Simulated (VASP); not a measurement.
# Ba (Im-3m) in VASP: notebook

The runs below take Ba through single point, with r2SCAN.

Program: VASP 6.6.1. These are calculated values, not measurements. Logs are shortened: lines on timing, memory, paths and dates and some standing lists are left out, and cuts for length are marked.

## Step 1: The cell of the first run

The structure is cubic, space group Im-3m (No. 229). The conventional cell has a = 5.074 Å, b = 5.074 Å, c = 5.074 Å, α = 90.00°, β = 90.00°, γ = 90.00°. Ba (site symmetry m-3m) has 14 Ba at 4.39 to 5.07 Å within 5.8 Å.

## Step 2: Single point, r2SCAN

Input file POSCAR:

```
Ba
1.0
   -2.5367939014      2.5367939014      2.5367939014
    2.5367939014     -2.5367939014      2.5367939014
    2.5367939014      2.5367939014     -2.5367939014
Ba
1
Direct
    0.0000000000      0.0000000000      0.0000000000
```

Input file INCAR.step1:

```
ALGO = Normal ; EDIFF = 1E-4
ENCUT = 520 ; GGA = PE
ISMEAR = 1 ; LASPH = T
LCHARG = F ; LREAL = F
LWAVE = T ; NBANDS = 11
NELM = 100 ; PREC = Accurate
SIGMA = 0.6
```

Input file INCAR.step2:

```
ALGO = Normal ; EDIFF = 1E-7
ENCUT = 520 ; ISIF = 2
ISMEAR = 1 ; ISTART = 1
LASPH = T ; LCHARG = F
LMIXTAU = T ; LREAL = F
LWAVE = F ; METAGGA = R2SCAN
NBANDS = 11 ; NELM = 100
PREC = Accurate ; SIGMA = 0.6
```

Input file KPOINTS:

```
k-points
0
Gamma
  9 9 9
```

Potentials or basis: VASP PAW PBE potentials, release 64 (Ba_sv).

Started as:

```console
> cat potpaw_PBE.64/Ba_sv/POTCAR > POTCAR
> cp INCAR.step1 INCAR
> mpirun -np 1 vasp_std > vasp.out
> cp INCAR.step2 INCAR
> mpirun -np 1 vasp_std > vasp.out
```

OUTCAR:

```text
EDIFF = 1E-7
   ENCUT = 520
   ISIF = 2
   ISMEAR = 1
   ISTART = 1
   LASPH = T
   LREAL = F
   METAGGA = R2SCAN
   NELM = 100
   PREC = Accurate

 ion  position               nearest neighbor table
   1  0.000  0.000  0.000-

  LATTYP: Found a body centered cubic cell.
 ALAT       =     5.0735878028

  Lattice vectors:

 A1 = (  -2.5367939014,   2.5367939014,   2.5367939014)
 A2 = (   2.5367939014,  -2.5367939014,   2.5367939014)
 A3 = (   2.5367939014,   2.5367939014,  -2.5367939014)

Analysis of symmetry for initial positions (statically):
=====================================================================
 Subroutine PRICEL returns:
 Original cell was already a primitive cell.

 Routine SETGRP: Setting up the symmetry group for a
 body centered cubic supercell.

 Subroutine GETGRP returns: Found 48 space group operations
 (whereof 48 operations were pure point group operations)
 out of a pool of 48 trial point group operations.

The static configuration has the point symmetry O_h .

Analysis of symmetry for dynamics (positions and initial velocities):
=====================================================================
 Subroutine PRICEL returns:
 Original cell was already a primitive cell.

 Routine SETGRP: Setting up the symmetry group for a
 body centered cubic supercell.

 Subroutine GETGRP returns: Found 48 space group operations
 (whereof 48 operations were pure point group operations)
 out of a pool of 48 trial point group operations.

The dynamic configuration has the point symmetry O_h .

 Subroutine INISYM returns: Found 48 space group operations
 (whereof 48 operations are pure point group operations),
 and found     1 'primitive' translations

----------------------------------------------------------------------------------------

                                     Primitive cell

  volume of cell :      65.3004

  direct lattice vectors                    reciprocal lattice vectors
    -2.536793901  2.536793901  2.536793901     0.000000000  0.197099181  0.197099181
     2.536793901 -2.536793901  2.536793901     0.197099181  0.000000000  0.197099181
     2.536793901  2.536793901 -2.536793901     0.197099181  0.197099181  0.000000000

  length of vectors
     4.393855926  4.393855926  4.393855926     0.278740335  0.278740335  0.278740335

  position of ions in fractional coordinates (direct lattice)
[... 82 lines left out ...]
   NFREE  =      0    steps in history (QN), initial steepest desc. (CG)
   ISIF   =      2    stress and relaxation
   ISYM   =      2    0-nonsym 1-usesym 2-fastsym
   POTIM  = 0.5000    time-step for ionic-motion
   TEBEG  =    0.0;   TEEND  =   0.0 temperature during run
   PSTRESS=    0.0 pullay stress
   NELECT =      10.0000    total number of electrons
   NUPDOWN=      -1.0000    fix difference up-down
   EMIN   =  10.00;   EMAX   =-10.00  energy-range for DOS
   EFERMI =   0.00;   METHOD = LEGACY
   ISMEAR =     1;   SIGMA  =   0.60  broadening in eV -4-tet -1-fermi 0-gaus
   EFERMI_NEDOS =   21; number of points for ismear=-14 and -15
   IALGO  =     38    algorithm
   IMIX   =      4    mixing-type and parameters
     AMIX     =   0.40;   BMIX     =  1.00
     AMIX_MAG =   1.60;   BMIX_MAG =  1.00
  volume/ion in A,a.u.               =      65.30       440.67
  Fermi-wavevector in a.u.,A,eV,Ry     =   0.875863  1.655142 10.437525  0.767136
  Thomas-Fermi vector in A             =   1.995593
   LORBIT       =      0    0 simple, 1 ext, 2 COOP (PROOUT), +10 PAW based schemes
   METAGGA = R2SCAN    functional components
   LHFCALC =     F    Hartree Fock is set to
   AEXX    =    0.0000 exact exchange contribution
   IVDW    =     0    specifies the selected vdW correction
   LEPSILON=     F    determine dielectric tensor
   LRPA    =     F    only Hartree local field effects (RPA)
 non-spin polarized calculation
 Methfessel and Paxton  Order N= 1 SIGMA  =   0.60
  energy-cutoff  :      520.00
  volume of cell :       65.30
 maximum number of plane-waves:      1775
 NGX is ok and might be reduce to    36
   NGX = 17   NGY = 17   NGZ = 17

 number of electron      10.0000000 magnetization

 Free energy of the ion-electron system (eV)
  ---------------------------------------------------
  ext. energy  EPLUGINS =         0.00000000
  ---------------------------------------------------
  free energy    TOTEN  =       -26.41587537 eV

  energy without entropy =      -26.45624003  energy(sigma->0) =      -26.42933025

 E-fermi :   1.6621     XC(G=0):  -7.7096

 val. band max:        1.6597998861   @ k =  -0.3333  -0.4444   0.1111
 cond. band min:       1.7038701064   @ k =  -0.3333   0.4444   0.2222
 fundamental gap:      0.0440702203
 Fermi energy:         1.6621261851

 k-point     1 :       0.0000    0.0000    0.0000
  band No.  band energies     occupation
      1     -28.3773      2.00000
      2     -12.9263      2.00000
      3     -12.9263      2.00000
      4     -12.9263      2.00000
      5      -1.2595      2.00000
      6       3.7045     -0.00002
      7       3.7045     -0.00002
      8       3.7045     -0.00002
      9       5.0052     -0.00000
     10       5.0052     -0.00000
     11       8.7919     -0.00000
[... 309 lines left out ...]
 k-point    24 :      -0.4444   -0.4444    0.1111
  band No.  band energies     occupation
      1     -28.3303      2.00000
      2     -13.3042      2.00000
      3     -13.1227      2.00000
      4     -12.9926      2.00000
      5       1.2687      1.88690
      6       2.1404      0.02134
      7       2.7137     -0.03263
      8       4.2723     -0.00000
      9       5.7666     -0.00000
     10       7.1902     -0.00000
     11       7.7397     -0.00000

 [... further k-points ...]

------------------------ aborting loop because EDIFF is reached ----------------------------------------

  FORCE on cell =-STRESS in cart. coord.  units (eV):
  Direction    XX          YY          ZZ          XY          YZ          ZX
  --------------------------------------------------------------------------------------
  -------------------------------------------------------------------------------------
  Total       -0.0072487     -0.0072487     -0.0072487      0.0000000      0.0000000      0.0000000
  in kB       -0.1778515     -0.1778515     -0.1778515      0.0000000      0.0000000      0.0000000
  external PRESSURE =      -0.1778515 kB  Pullay stress =       0.0000000 kB

 VOLUME and BASIS-vectors are now :
 -----------------------------------------------------------------------------
  energy-cutoff  :      520.00
  volume of cell :       65.30
      direct lattice vectors                 reciprocal lattice vectors
    -2.536793901  2.536793901  2.536793901     0.000000000  0.197099181  0.197099181
     2.536793901 -2.536793901  2.536793901     0.197099181  0.000000000  0.197099181
     2.536793901  2.536793901 -2.536793901     0.197099181  0.197099181  0.000000000

 POSITION                                       TOTAL-FORCE (eV/Angst)
 -----------------------------------------------------------------------------------
      0.00000      0.00000      0.00000        -0.000000      0.000000     -0.000000
 -----------------------------------------------------------------------------------
    total drift:                               -0.000000      0.000000      0.000000

  FREE ENERGIE OF THE ION-ELECTRON SYSTEM (eV)
  ---------------------------------------------------
  free  energy   TOTEN  =       -26.4158753685 eV

  energy  without entropy=      -26.4562400272  energy(sigma->0) =      -26.42933025
```

OUTCAR.step1:

```text
EDIFF = 1E-4
   ENCUT = 520
   GGA = PE
   ISMEAR = 1
   LASPH = T
[... 552 lines left out ...]

 POSITION                                       TOTAL-FORCE (eV/Angst)
 -----------------------------------------------------------------------------------
      0.00000      0.00000      0.00000        -0.000000      0.000000     -0.000000
 -----------------------------------------------------------------------------------
    total drift:                               -0.000000      0.000000      0.000000

  FREE ENERGIE OF THE ION-ELECTRON SYSTEM (eV)
  ---------------------------------------------------
  free  energy   TOTEN  =        -1.8849894067 eV

  energy  without entropy=       -1.9291453461  energy(sigma->0) =       -1.89970805
```

OSZICAR.step1:

```text
N       E                     dE             d eps       ncg     rms          rms(c)
DAV:   1     0.572943011645E+02    0.57294E+02   -0.41571E+03   770   0.742E+02
DAV:   2     0.762940278669E+00   -0.56531E+02   -0.55241E+02   954   0.137E+02
DAV:   3    -0.180645419141E+01   -0.25694E+01   -0.25533E+01   943   0.315E+01
DAV:   4    -0.188099779454E+01   -0.74544E-01   -0.74405E-01  1027   0.490E+00
DAV:   5    -0.188301933803E+01   -0.20215E-02   -0.20212E-02  1047   0.679E-01    0.156E+00
DAV:   6    -0.188362275431E+01   -0.60342E-03   -0.30075E-03   930   0.521E-01    0.930E-01
DAV:   7    -0.188478204502E+01   -0.11593E-02   -0.66644E-03   896   0.859E-01    0.451E-02
DAV:   8    -0.188498243388E+01   -0.20039E-03   -0.35134E-04  1101   0.111E-01    0.289E-02
DAV:   9    -0.188498940672E+01   -0.69728E-05   -0.71152E-06   493   0.257E-02
   1 F= -.18849894E+01 E0= -.18997081E+01  d E =0.441559E-01
```

Wall time 76 s (1 thread of Intel Xeon Platinum 8488C (Sapphire Rapids), shared host); peak memory 0.22 GiB.

What came out:

```yaml
Free_energy: -26.4159 eV
Pressure: 0.0 GPa
Band_gap_on_the_k_mesh: zero (bands 5 and 6 overlap by 0.94 eV)
```

Levels at points of the mesh, in eV from the Fermi level:
| k point | band 1 | band 2 | band 3 | band 4 | band 5 | band 6 | band 7 | band 8 | band 9 | band 10 |
| --- | --- | --- | --- | --- | --- | --- | --- | --- | --- | --- |
| (0.00, 0.00, 0.00) | -30.04 | -14.59 | -14.59 | -14.59 | -2.92 | 2.04 | 2.04 | 2.04 | 3.34 | 3.34 |

Caveat: so wide a smearing shifts energies and pressures; the PAW data sets were made with another functional, which shifts forces and pressure a little; spin-orbit coupling is left out, which moves the levels of the heavy elements.

## Step 3: Single point, r2SCAN

POSCAR is that of step 2.

Input file INCAR.step1:

```
SYSTEM = Ba
PREC = Accurate
ENCUT = 520
ISMEAR = -1
SIGMA = 0.1
LREAL = .FALSE.
LASPH = .TRUE.
NELM = 60
NBANDS = 11
GGA = PE
ALGO = Normal
EDIFF = 1E-4
LWAVE = .TRUE.
LCHARG = .FALSE.
```

Input file INCAR.step2:

```
SYSTEM = Ba
PREC = Accurate
ENCUT = 520
EDIFF = 1E-6
ISMEAR = -1
SIGMA = 0.1
LREAL = .FALSE.
LASPH = .TRUE.
NELM = 60
ALGO = Normal
ISIF = 2
LWAVE = .FALSE.
LCHARG = .FALSE.
METAGGA = R2SCAN
LMIXTAU = .TRUE.
NBANDS = 11
ISTART = 1
```

Input file KPOINTS:

```
Automatic mesh
0
G
  13 13 13
  0 0 0
```

Potentials or basis: VASP PAW PBE potentials, release 64 (Ba_sv).

Started as:

```console
> cat potpaw_PBE.64/Ba_sv/POTCAR > POTCAR
> cp INCAR.step1 INCAR
> mpirun -np 1 vasp_std > vasp.out
> cp INCAR.step2 INCAR
> mpirun -np 1 vasp_std > vasp.out
```

OUTCAR:

```text
SYSTEM = Ba
   PREC = Accurate
   ENCUT = 520
   EDIFF = 1E-6
   ISMEAR = -1
   LREAL = .FALSE.
   LASPH = .TRUE.
   NELM = 60
   ISIF = 2
   METAGGA = R2SCAN
   ISTART = 1

 ion  position               nearest neighbor table
   1  0.000  0.000  0.000-

  LATTYP: Found a body centered cubic cell.
 ALAT       =     5.0735878028

  Lattice vectors:

 A1 = (  -2.5367939014,   2.5367939014,   2.5367939014)
 A2 = (   2.5367939014,  -2.5367939014,   2.5367939014)
[... 514 lines left out ...]
     10       5.7476      0.00000
     11       8.9041      0.00000

 [... further k-points ...]

------------------------ aborting loop because EDIFF is reached ----------------------------------------

  FORCE on cell =-STRESS in cart. coord.  units (eV):
  Direction    XX          YY          ZZ          XY          YZ          ZX
  --------------------------------------------------------------------------------------
  -------------------------------------------------------------------------------------
  Total        0.0188348      0.0188348      0.0188348     -0.0000000     -0.0000000      0.0000000
  in kB        0.4621219      0.4621219      0.4621219     -0.0000000     -0.0000000      0.0000000
  external PRESSURE =       0.4621219 kB  Pullay stress =       0.0000000 kB

 VOLUME and BASIS-vectors are now :
 -----------------------------------------------------------------------------
  energy-cutoff  :      520.00
  volume of cell :       65.30
      direct lattice vectors                 reciprocal lattice vectors
    -2.536793901  2.536793901  2.536793901     0.000000000  0.197099181  0.197099181
     2.536793901 -2.536793901  2.536793901     0.197099181  0.000000000  0.197099181
     2.536793901  2.536793901 -2.536793901     0.197099181  0.197099181  0.000000000

 POSITION                                       TOTAL-FORCE (eV/Angst)
 -----------------------------------------------------------------------------------
      0.00000      0.00000      0.00000         0.000000     -0.000000      0.000000
 -----------------------------------------------------------------------------------
    total drift:                               -0.000000      0.000000      0.000000

  FREE ENERGIE OF THE ION-ELECTRON SYSTEM (eV)
  ---------------------------------------------------
  free  energy   TOTEN  =       -26.4535196962 eV

  energy  without entropy=      -26.4111781252  energy(sigma->0) =      -26.43234891
```

OSZICAR.step1:

```text
N       E                     dE             d eps       ncg     rms          rms(c)
DAV:   1     0.565323791691E+02    0.56532E+02   -0.42032E+03  1848   0.748E+02
DAV:   2     0.106721190205E+01   -0.55465E+02   -0.54012E+02  2221   0.136E+02
DAV:   3    -0.182885229840E+01   -0.28961E+01   -0.28770E+01  2287   0.328E+01
DAV:   4    -0.192447736764E+01   -0.95625E-01   -0.95465E-01  2495   0.551E+00
DAV:   5    -0.192681666122E+01   -0.23393E-02   -0.23390E-02  2485   0.700E-01    0.157E+00
DAV:   6    -0.192704980982E+01   -0.23315E-03   -0.34957E-03  2232   0.538E-01    0.933E-01
DAV:   7    -0.192791463277E+01   -0.86482E-03   -0.65559E-03  2138   0.861E-01    0.438E-02
DAV:   8    -0.192809593278E+01   -0.18130E-03   -0.32636E-04  2661   0.113E-01    0.311E-02
DAV:   9    -0.192810459365E+01   -0.86609E-05   -0.68925E-06  1248   0.247E-02
   1 F= -.19281046E+01 E0= -.19055828E+01  d E =-.450437E-01
```

Run time: 2.7 min. Hardware: 1 thread of Intel Xeon Platinum 8488C (Sapphire Rapids), shared host; peak memory 0.24 GiB.

Results:

```
Free energy            : -26.4535 eV
Pressure               : 0.0 GPa
Band gap on the k mesh : zero (bands 5 and 6 overlap by 1.04 eV)
```

Levels at points of the mesh, in eV from the Fermi level:
```csv
k point,band 3,band 4,band 5,band 6,band 7,band 8
"(0.00, 0.00, 0.00)",-14.54,-14.54,-2.88,2.09,2.09,2.09
```

Caveat: the PAW data sets were made with another functional, which shifts forces and pressure a little; spin-orbit coupling is left out, which moves the levels of the heavy elements.

## Step 4: Single point, r2SCAN

POSCAR is that of step 3.

Input file INCAR.step1:

```
SYSTEM = Ba
PREC = Accurate ; ENCUT = 520
ISMEAR = -1 ; SIGMA = 0.1
LREAL = .False. ; LASPH = .True.
NELM = 80 ; NBANDS = 11
GGA = PE ; ALGO = Normal
EDIFF = 1E-4 ; LWAVE = .True.
LCHARG = .False.
```

Input file INCAR.step2:

```
SYSTEM = Ba
PREC = Accurate ; ENCUT = 520
EDIFF = 1E-6 ; ISMEAR = -1
SIGMA = 0.1 ; LREAL = .False.
LASPH = .True. ; NELM = 80
ALGO = Normal ; ISIF = 2
LWAVE = .False. ; LCHARG = .False.
METAGGA = R2SCAN ; LMIXTAU = .True.
NBANDS = 11 ; ISTART = 1
```

Input file KPOINTS:

```
Automatic mesh
0
Gamma
  14 14 14
  0 0 0
```

Started as:

```console
> cat potpaw_PBE.64/Ba_sv/POTCAR > POTCAR
> cp INCAR.step1 INCAR
> mpirun -np 1 vasp_std > vasp.out
> cp INCAR.step2 INCAR
> mpirun -np 1 vasp_std > vasp.out
```

Wall time 3 min (1 thread of Intel Xeon Platinum 8488C (Sapphire Rapids), shared host); peak memory 0.25 GiB.

It converged, with:

```
Free energy            : -26.4535 eV
Pressure               : 0.0 GPa
Band gap on the k mesh : zero (bands 5 and 6 overlap by 1.01 eV)
```

Levels at points of the mesh, in eV from the Fermi level:
| k point | band 1 | band 2 | band 3 | band 4 | band 5 | band 6 | band 7 | band 8 | band 9 | band 10 |
| --- | --- | --- | --- | --- | --- | --- | --- | --- | --- | --- |
| (0.00, 0.00, 0.00) | -29.99 | -14.54 | -14.54 | -14.54 | -2.88 | 2.09 | 2.09 | 2.09 | 3.40 | 3.40 |
| (0.50, 0.00, 0.00) | -29.95 | -14.96 | -14.67 | -14.54 | -0.86 | 0.88 | 1.09 | 3.43 | 3.98 | 5.37 |
| (0.50, 0.50, 0.50) | -29.92 | -14.82 | -14.82 | -14.82 | -0.58 | -0.58 | 4.51 | 4.51 | 4.51 | 4.90 |

Caveat: the PAW data sets were made with another functional, which shifts forces and pressure a little; spin-orbit coupling is left out, which moves the levels of the heavy elements.

(Continued in part 2 of 2.)
